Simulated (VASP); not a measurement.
# Bi (R-3m) in VASP: a series of runs

The runs below take Bi through relaxation of shape and atoms at fixed volume, single point, with PBE+D3(BJ).

Everything below comes from runs of VASP 6.6.1. Logs are shortened: lines on timing, memory, paths and dates and some standing lists are left out, and cuts for length are marked.

### 1 The cell of the first run

The structure is trigonal, space group R-3m (No. 166). Conventional cell: a = 4.382 Å, b = 4.382 Å, c = 10.976 Å, α = 90.00°, β = 90.00°, γ = 120.00°. Bi (site symmetry 3m) has 6 Bi at 3.02 to 3.24 Å within 4.0 Å.

### 2 Relaxation of shape and atoms at fixed volume, PBE+D3(BJ) (30.42 Å³/atom)

INCAR reads:

```
PREC = Accurate
ENCUT = 600
EDIFF = 1E-6
ISMEAR = 0
SIGMA = 0.1
LREAL = False
LASPH = True
NELM = 80
ALGO = Fast
ISIF = 4
LWAVE = False
LCHARG = False
GGA = PE
IVDW = 12
IBRION = 2
NSW = 50
EDIFFG = -0.01
```

KPOINTS reads:

```
Automatic mesh
0
Gamma
  12 12 12
```

POSCAR reads:

```
Bi
1.0
    2.1908632087      1.2648954633      3.6585760153
   -2.1908632087      1.2648954633      3.6585760153
    0.0000000000     -2.5297909266      3.6585760153
Bi
2
Direct
    0.2414717540      0.2414717540      0.2414717540
    0.7585282460      0.7585282460      0.7585282460
```

Potentials or basis: VASP PAW PBE potentials, release 64 (Bi_d).

On the command line:

```sh
> cat potpaw_PBE.64/Bi_d/POTCAR > POTCAR
> mpirun -np 1 vasp_std > vasp.out
```

OUTCAR:

```text
PREC = Accurate
   ENCUT = 600
   EDIFF = 1E-6
   ISMEAR = 0
   LREAL = False
   LASPH = True
   NELM = 80
   ISIF = 4
   GGA = PE
   IVDW = 12
   IBRION = 2
   NSW = 50
   EDIFFG = -0.01
 IVDW          = 12

 ion  position               nearest neighbor table
   1  0.241  0.241  0.241-   2 3.02   2 3.02   2 3.02   2 3.24   2 3.24   2 3.24
   2  0.759  0.759  0.759-   1 3.02   1 3.02   1 3.02   1 3.24   1 3.24   1 3.24

  LATTYP: Found a trigonal (rhomboedric) cell.
 ALAT       =     4.4480355880
 COS(alpha) =     0.5147964010

  Lattice vectors:

 A1 = (   2.1908632087,   1.2648954633,   3.6585760153)
 A2 = (  -2.1908632087,   1.2648954633,   3.6585760153)
 A3 = (   0.0000000000,  -2.5297909266,   3.6585760153)

Analysis of symmetry for initial positions (statically):
=====================================================================
 Subroutine PRICEL returns:
 Original cell was already a primitive cell.

 Routine SETGRP: Setting up the symmetry group for a
 trigonal (rhombohedral) supercell.

 Subroutine GETGRP returns: Found 12 space group operations
 (whereof 12 operations were pure point group operations)
 out of a pool of 12 trial point group operations.

The static configuration has the point symmetry D_3d.

Analysis of symmetry for dynamics (positions and initial velocities):
=====================================================================
 Subroutine PRICEL returns:
 Original cell was already a primitive cell.

 Routine SETGRP: Setting up the symmetry group for a
 trigonal (rhombohedral) supercell.

 Subroutine GETGRP returns: Found 12 space group operations
 (whereof 12 operations were pure point group operations)
 out of a pool of 12 trial point group operations.

The dynamic configuration has the point symmetry D_3d.

 Subroutine INISYM returns: Found 12 space group operations
 (whereof 12 operations are pure point group operations),
 and found     1 'primitive' translations

----------------------------------------------------------------------------------------

                                     Primitive cell

  volume of cell :      60.8322

  direct lattice vectors                    reciprocal lattice vectors
     2.190863209  1.264895463  3.658576015     0.228220547  0.131763194  0.091110129
    -2.190863209  1.264895463  3.658576015    -0.228220547  0.131763194  0.091110129
     0.000000000 -2.529790927  3.658576015     0.000000000 -0.263526389  0.091110129

  length of vectors
[... 65 lines left out ...]
   number of dos      NEDOS =    301   number of ions     NIONS =      2
   total plane-waves  NPLWV =  46656
   dimension x,y,z NGX =    36 NGY =   36 NGZ =   36
   dimension x,y,z NGXF=    72 NGYF=   72 NGZF=   72
   ions per type =               2
   NGX,Y,Z   is equivalent  to a cutoff of  13.46, 13.46, 13.46 a.u.
   NGXF,Y,Z  is equivalent  to a cutoff of  26.91, 26.91, 26.91 a.u.
 SYSTEM =  unknown system
   PREC   = accura    normal or accurate (medium, high low for compatibility)
   ISTART =      0    job   : 0-new  1-cont  2-samecut
   ICHARG =      2    charge: 1-file 2-atom 10-const
   ISPIN  =      1    spin polarized calculation?
   LNONCOLLINEAR =      F non collinear calculations
   LSORBIT =      F    spin-orbit coupling
   LASPH  =      T    aspherical Exc in radial PAW
   ENCUT  =  600.0 eV  44.10 Ry    6.64 a.u.   8.88  8.88  8.88*2*pi/ulx,y,z
   NELM   =     80;   NELMIN=  2; NELMDL= -5     # of ELM steps
   EDIFF  = 0.1E-05   stopping-criterion for ELM
   LREAL  =      F    real-space projection
   EDIFFG = -.1E-01   stopping-criterion for IOM
   NSW    =     50    number of steps for IOM
   IBRION =      2    ionic relax: 0-MD 1-quasi-New 2-CG
   NFREE  =      1    steps in history (QN), initial steepest desc. (CG)
   ISIF   =      4    stress and relaxation
   ISYM   =      2    0-nonsym 1-usesym 2-fastsym
   POTIM  = 0.5000    time-step for ionic-motion
   TEBEG  =    0.0;   TEEND  =   0.0 temperature during run
   PSTRESS=    0.0 pullay stress
   NELECT =      30.0000    total number of electrons
   NUPDOWN=      -1.0000    fix difference up-down
   EMIN   =  10.00;   EMAX   =-10.00  energy-range for DOS
   EFERMI =   0.00;   METHOD = LEGACY
   ISMEAR =     0;   SIGMA  =   0.10  broadening in eV -4-tet -1-fermi 0-gaus
   EFERMI_NEDOS =   21; number of points for ismear=-14 and -15
   IALGO  =     68    algorithm
   IMIX   =      4    mixing-type and parameters
     AMIX     =   0.40;   BMIX     =  1.00
     AMIX_MAG =   1.60;   BMIX_MAG =  1.00
  volume/ion in A,a.u.               =      30.42       205.26
  Fermi-wavevector in a.u.,A,eV,Ry     =   1.293414  2.444198 22.761450  1.672919
  Thomas-Fermi vector in A             =   2.425061
   LORBIT       =      0    0 simple, 1 ext, 2 COOP (PROOUT), +10 PAW based schemes
   GGA     = PE    functional components
   LHFCALC =     F    Hartree Fock is set to
   AEXX    =    0.0000 exact exchange contribution
   IVDW    =    12    specifies the selected vdW correction
   LEPSILON=     F    determine dielectric tensor
   LRPA    =     F    only Hartree local field effects (RPA)
 conjugate gradient relaxation of ions
 non-spin polarized calculation
 RMM-DIIS sequential band-by-band and
 Gauss-broadening in eV      SIGMA  =   0.10
  energy-cutoff  :      600.00
  volume of cell :       60.83
 maximum number of plane-waves:      2052
   NGX = 17   NGY = 17   NGZ = 17

--------------------------------------- Ionic step        1  -------------------------------------------

 number of electron      30.0000005 magnetization

 Free energy of the ion-electron system (eV)
  ---------------------------------------------------
  ext. energy  EPLUGINS =         0.00000000
  ---------------------------------------------------
  free energy    TOTEN  =        -7.45295183 eV

  energy without entropy =       -7.45093132  energy(sigma->0) =       -7.45194158

------------------------ aborting loop because EDIFF is reached ----------------------------------------

 Edisp (eV)   -1.05205

 E8    (eV) :    -0.5220
[... 151 lines left out ...]
--------------------------------------- Ionic step        5  -------------------------------------------

 number of electron      30.0000007 magnetization

 Free energy of the ion-electron system (eV)
  ---------------------------------------------------
  ext. energy  EPLUGINS =         0.00000000
  ---------------------------------------------------
  free energy    TOTEN  =        -7.45495699 eV

  energy without entropy =       -7.45213799  energy(sigma->0) =       -7.45354749

 E-fermi :   8.1652     XC(G=0): -10.2498

 val. band max:        8.1370512745   @ k =  -0.3333   0.5000   0.3333
 cond. band min:       8.1771150897   @ k =   0.4167   0.0833   0.0833
 fundamental gap:      0.0400638152
 Fermi energy:         8.1652090188

 k-point     1 :       0.0000    0.0000    0.0000
  band No.  band energies     occupation
      1     -15.0800      2.00000
      2     -15.0800      2.00000
      3     -14.8672      2.00000
      4     -14.8672      2.00000
      5     -14.8635      2.00000
      6     -14.5943      2.00000
[... 505 lines left out ...]
      6     -14.7151      2.00000
[... 11 lines left out ...]
     18      11.7354      0.00000
     19      15.2546      0.00000

 [... further k-points ...]

------------------------ aborting loop because EDIFF is reached ----------------------------------------

 Edisp (eV)   -1.05198

 E8    (eV) :    -0.5220
[... 25 lines left out ...]
  FREE ENERGIE OF THE ION-ELECTRON SYSTEM (eV)
  ---------------------------------------------------
  free  energy   TOTEN  =        -8.5069329562 eV

  energy  without entropy=       -8.5041139535  energy(sigma->0) =       -8.50552345

 reached required accuracy - stopping structural energy minimisation
```

CONTCAR:

```text
Bi
   1.00000000000000
     2.1952521908624787    1.2674294433327000    3.6439614092155788
    -2.1952521908624787    1.2674294433327000    3.6439614092155788
     0.0000000000000000   -2.5348588866654000    3.6439614092155788
  Bi
     2
Direct
     0.2430680563574793    0.2430680563574793    0.2430680563574793
     0.7569319436425207    0.7569319436425207    0.7569319436425207

  0.00000000E+00  0.00000000E+00  0.00000000E+00
  0.00000000E+00  0.00000000E+00  0.00000000E+00
```

Run time: 19 min. Hardware: 1 thread of Intel Xeon 8259CL, shared host; peak memory 0.39 GiB.

What came out:

```
Free energy                  : -8.5069 eV
Energy gained by relaxing    : 1.0 meV/atom
Ionic steps                  : 5
Pressure after relaxing      : 7.2 GPa
Largest force after relaxing : 0.007 eV/Å
Band gap on the k mesh       : zero (bands 15 and 16 overlap by 0.30 eV)
Dispersion energy per atom   : -0.526 eV
```

Forces on the atoms (eV/Å):
```
Bi   0.000  0.000  0.007
Bi   0.000  0.000 -0.007
```

Step by step:
| step | energy change (eV) | largest force (eV/Å) | pressure (GPa) | volume (Å³) |
| --- | --- | --- | --- | --- |
| 1 | 0.0000 | 0.1081 | 7.46 | 60.83 |
| 2 | -0.0010 | 0.0680 | 7.38 | 60.83 |
| 3 | -0.0018 | 0.0220 | 7.30 | 60.83 |
| 4 | -0.0015 | 0.0452 | 7.07 | 60.83 |
| 5 | -0.0019 | 0.0071 | 7.19 | 60.83 |

Final structure:
```xyz
2
Lattice="2.1953 1.2674 3.6440 -2.1953 1.2674 3.6440 0.0000 -2.5349 3.6440" Properties=species:S:1:pos:R:3 pbc="T T T"
Bi    0.0000    0.0000    2.6572
Bi    0.0000    0.0000    8.2747
```

Caveat: spin-orbit coupling is left out, which moves the levels of the heavy elements.

### 3 Relaxation of shape and atoms at fixed volume, PBE+D3(BJ) (31.45 Å³/atom)

This run uses another cell than the first one, of 31.45 Å³/atom.

INCAR, as its differences from that of step 2:

```diff
@@ -7,3 +7,3 @@
 LASPH = True
-NELM = 80
+NELM = 100
 ALGO = Fast
```

KPOINTS reads:

```
regular mesh
0
Gamma
  12 12 12
```

POSCAR reads:

```
Bi
1.0
    2.2093260274      1.2755549767      3.7203321039
   -2.2093260274      1.2755549767      3.7203321039
    0.0000000000     -2.5511099534      3.7203321039
Bi
2
Direct
    0.2400385589      0.2400385589      0.2400385589
    0.7599614411      0.7599614411      0.7599614411
```

Potentials or basis: VASP PAW PBE potentials, release 64 (Bi_d).

On the command line:

```sh
> cat potpaw_PBE.64/Bi_d/POTCAR > POTCAR
> mpirun -np 1 vasp_std > vasp.out
```

Wall time 22 min (1 thread of Intel Xeon 8259CL, shared host); peak memory 0.39 GiB.

The run converged. Its results:

```
Free energy                : -8.5847 eV
Energy gained by relaxing  : 1.1 meV/atom
Ionic steps                : 9
Pressure after relaxing    : 4.8 GPa
Band gap on the k mesh     : zero (bands 15 and 16 overlap by 0.28 eV)
Dispersion energy per atom : -0.509 eV
```

Step by step:
```csv
step,energy change (eV),largest force (eV/Å),pressure (GPa),volume (Å³)
1,0.0000,0.1133,5.13,62.91
2,-0.0011,0.0680,5.05,62.91
3,-0.0019,0.0222,4.94,62.91
4,-0.0017,0.0544,4.72,62.91
5,-0.0021,0.0046,4.84,62.91
6,-0.0021,0.0195,4.79,62.91
7,-0.0021,0.0043,4.83,62.91
8,-0.0021,0.0178,4.83,62.91
9,-0.0021,0.0003,4.84,62.91
```

Final structure:
```
Bi
1.0
     2.21618    1.27951    3.69736
    -2.21618    1.27951    3.69736
     0.00000   -2.55902    3.69736
Bi
2
Direct
  0.24156 0.24156 0.24156
  0.75844 0.75844 0.75844
```

Levels at points of the mesh, in eV from the Fermi level:
```
           k point  band 13  band 14  band 15  band 16  band 17  band 18
(0.00, 0.00, 0.00)    -1.64    -1.50    -1.50     3.13     3.27     3.27
(0.50, 0.00, 0.00)    -0.89    -0.87    -0.33    -0.26     0.11     0.34
(0.50, 0.50, 0.00)    -5.52    -3.53    -3.46     2.36     5.50     5.64
(0.50, 0.50, 0.50)    -0.69    -0.55    -0.55     0.14     0.14     0.27
```

Caveat: spin-orbit coupling is left out, which moves the levels of the heavy elements.

### 4 Single point, PBE+D3(BJ)

This run uses another cell than the first one, of 34.56 Å³/atom.

INCAR reads:

```
SYSTEM = Bi
PREC     = Accurate       ! precision mode
ENCUT    = 520            ! plane-wave cutoff, eV
EDIFF    = 1E-7           ! SCF threshold, eV
ISMEAR   = 0              ! smearing method
SIGMA    = 0.1            ! smearing width, eV
LREAL    = .False.        ! projectors in reciprocal space
LASPH    = .True.         ! aspherical terms in the spheres
NELM     = 80             ! most SCF steps
ALGO     = Fast           ! electronic algorithm
ISIF     = 2              ! what is computed and relaxed
LWAVE    = .False.        ! write WAVECAR
LCHARG   = .False.        ! write CHGCAR
GGA      = PE             ! functional
IVDW     = 12             ! dispersion correction
NBANDS   = 22             ! bands
```

KPOINTS reads:

```
Automatic mesh
0
Gamma
  12 12 12
  0 0 0
```

POSCAR reads:

```
Bi
1.0
    2.2673427630      1.3090509546      3.8817323445
   -2.2673427630      1.3090509546      3.8817323445
    0.0000000000     -2.6181019092      3.8817323445
Bi
2
Direct
    0.2371283427      0.2371283427      0.2371283427
    0.7628716573      0.7628716573      0.7628716573
```

On the command line:

```sh
> cat potpaw_PBE.64/Bi_d/POTCAR > POTCAR
> mpirun -np 1 vasp_std > vasp.out
```

Wall time 4.7 min (1 thread of Intel Xeon Platinum 8259CL at 2.50GHz (Skylake/Cascade Lake), shared host); peak memory 0.37 GiB.

It converged, with:

```yaml
Free_energy: -8.6696 eV
Pressure: 0.0 GPa
Largest_force: 0.008 eV/Å
Band_gap_on_the_k_mesh: zero (bands 15 and 16 overlap by 0.19 eV)
Dispersion_energy_per_atom: -0.462 eV
```

Forces on the atoms (eV/Å):
```
Bi   0.000  0.000  0.008
Bi   0.000  0.000 -0.008
```

Levels at points of the mesh, in eV from the Fermi level:
```
           k point  band 12  band 13  band 14  band 15  band 16  band 17  band 18  band 19
(0.00, 0.00, 0.00)    -7.41    -1.49    -1.24    -1.24     2.76     3.05     3.05     5.52
(0.50, 0.00, 0.00)   -10.62    -1.12    -1.00    -0.26    -0.25     0.38     0.79     7.74
(0.50, 0.50, 0.00)    -9.41    -4.83    -3.10    -2.97     2.47     5.03     5.37     6.95
(0.50, 0.50, 0.50)   -10.14    -0.81    -0.52    -0.52     0.52     0.52     0.56     7.30
```

Caveat: spin-orbit coupling is left out, which moves the levels of the heavy elements.

### 5 Summary

```csv
task,cell,cutoff (eV),gap on the mesh (eV),pressure (GPa),largest force (eV/Å)
relaxation of shape and atoms at fixed volume,"relaxed from a = 4.448 Å, angles 59.0°, 2 atoms, atomic positions A",600,none,7.2,0.01
relaxation of shape and atoms at fixed volume,"relaxed from a = 4.511 Å, angles 58.7°, 2 atoms, atomic positions B",600,none,4.8,-
single point,"a = 4.682 Å, angles 57.9°, 2 atoms, atomic positions C",520,none,0.0,0.01
```

Alike in all rows: level PBE+D3(BJ); potentials or basis VASP PAW PBE potentials, release 64 (Bi_d); no spin polarisation; k mesh 12 × 12 × 12; smearing gaussian 0.1 eV.

Caveats: spin-orbit coupling is left out, which moves the levels of the heavy elements.

Absolute energies hang on the potentials; compare differences alone.

The gap in the log of VASP goes by the Fermi energy; the results here count the filled bands.